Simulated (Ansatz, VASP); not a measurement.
## Ca2SeO: VASP beside Ansatz

Contents of INCAR:

```
SYSTEM = Ca2SeO
ALGO = Normal
EDIFF = 1E-6
ENCUT = 520
GGA = PE
ISIF = 2
ISMEAR = -1
LASPH = .True.
LCHARG = .True.
LELF = .True.
LREAL = .False.
LVHAR = .True.
LWAVE = .False.
NBANDS = 24
NELM = 100
PREC = Accurate
SIGMA = 0.02
```

The input KPOINTS:

```
k-points
0
Gamma
  8 8 8
  0 0 0
```

Contents of POSCAR:

```
Ca2SeO
1.0
    1.8846278427      1.0880903923      5.9723920596
   -1.8846278427      1.0880903923      5.9723920596
    0.0000000000     -2.1761807846      5.9723920596
O Se Ca
1 1 2
Direct
    1.0000000000      0.0000000000      0.0000000000
    0.5000000000      0.5000000000      0.5000000000
    0.2647875611      0.2647875611      0.2647875611
    0.7352124389      0.7352124389      0.7352124389
```

Input for Ansatz:

```yaml
crystal:
  lattice:
    - [1.8846278427, 1.0880903923, 5.9723920596]
    - [-1.8846278427, 1.0880903923, 5.9723920596]
    - [0.0, -2.1761807846, 5.9723920596]
  atoms:
    - { symbol: O, position: [1.0, 0.0, 0.0] }
    - { symbol: Se, position: [0.5, 0.5, 0.5] }
    - { symbol: Ca, position: [0.2647875611, 0.2647875611, 0.2647875611] }
    - { symbol: Ca, position: [0.7352124389, 0.7352124389, 0.7352124389] }
kpoints:
  mp_grid: { grid: [8, 8, 8] }
  band_path:
    path:
      - [0.0, 0.0, 0.0]
      - [0.5, 0.5, 0.5]
      - [0.8133964378, 0.1866035622, 0.5]
      - [0.5, -0.1866035622, 0.1866035622]
      - [0.5, 0.0, 0.0]
      - [0.3433017811, -0.3433017811, 0.0]
      - [0.6566982189, 0.0, 0.3433017811]
      - [0.5, 0.0, 0.5]
      - [0.0, 0.5, 0.5]
    npoints: 1
hamiltonian:
  xc: pbe
scf:
  occupations: { method: fermi_dirac, width: 0.02 }
  n_extra_bands: 5
output:
  forces: true
  stress: true
  eigenvalues: true
```

Change from the starting cell: uniaxial_z strain -5.1%.

Alike in both runs: task single point; functional PBE; k mesh 8 × 8 × 8; occupations fermi-dirac, width 0.02 eV; no spin polarisation.

|  | VASP | Ansatz |
| --- | --- | --- |
| version | VASP 6.6.1 | Ansatz 0.2.0 |
| potentials or method | VASP PAW PBE potentials, release 64 (O, Se, Ca_sv) | plane waves, PAW |
| plane-wave cutoff (eV) | 520 | 420 |
| valence electrons in the cell | 32 | 42 |

|  | VASP | Ansatz | Ansatz less VASP |
| --- | --- | --- | --- |
| gap on the k mesh at the Fermi level (eV) | 1.76 | 1.77 | +0.013 |
| pressure (GPa) | 5.6 | 5.3 | -0.34 |
| traceless stress, the component that is largest in VASP (GPa) | 3.09 | 3.10 | +0.008 |
| rms of the force components (eV/Å) | 0.015 | 0.016 | +0.0014 |

Atom by atom the forces differ by 0.001 eV/Å (rms over components). VASP's potentials hold 32 valence electrons a cell and Ansatz's 42, so a difference there can come from the potentials and not from the codes.
